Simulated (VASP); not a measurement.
Wanted: the native input for a VASP 6.6.1 run.

- Task: single point
- Functional: PBEsol
- Potentials or basis: VASP PAW PBE potentials, release 64 (Rh_pv)
- Cutoff: 520 eV
- k mesh: 18 × 18 × 10
- Occupations: gaussian, width 0.05 eV
- Spin: no spin polarisation
- Dipole correction: no
- Further INCAR settings: ALGO = Fast; EDIFF = 1e-06; NBANDS = 22

The structure of Rh lies in POSCAR:

```
Rh
1.0
    2.7309790422      0.0000000000      0.0000000000
   -1.3654895211      2.3650972278      0.0000000000
    0.0000000000      0.0000000000      4.4284890000
Rh
2
Direct
    0.3333333333      0.6666666667      0.2500000000
    0.6666666667      0.3333333333      0.7500000000
```

This isn't the form of Rh at room conditions, which is fcc.

These files were run (other wordings do the same):

INCAR

```
  PREC = Accurate
  ENCUT = 520
  EDIFF = 1E-6
  ISMEAR = 0
  SIGMA = 0.05
  LREAL = F
  LASPH = T
  NELM = 60
  ALGO = Fast
  ISIF = 2
  LWAVE = F
  LCHARG = F
  GGA = PS
  NBANDS = 22
```

KPOINTS

```
regular mesh
0
Gamma
  18 18 10
```

Potentials or basis: VASP PAW PBE potentials, release 64 (Rh_pv).

Launch:

```sh
$ cat potpaw_PBE.64/Rh_pv/POTCAR > POTCAR
$ mpirun -np 1 vasp_std > vasp.out
```

It gave:

```json
{
 "Pressure": "-13.9 GPa",
 "Band gap on the k mesh": "zero (bands 15 and 16 overlap by 2.28 eV)"
}
```

Caveat: the cell stands under tension; the PAW data sets were made with another functional, which shifts forces and pressure a little.

Wall time 2.6 min on 1 thread of Intel Xeon 8259CL, on a shared host, peak memory 0.22 GiB.
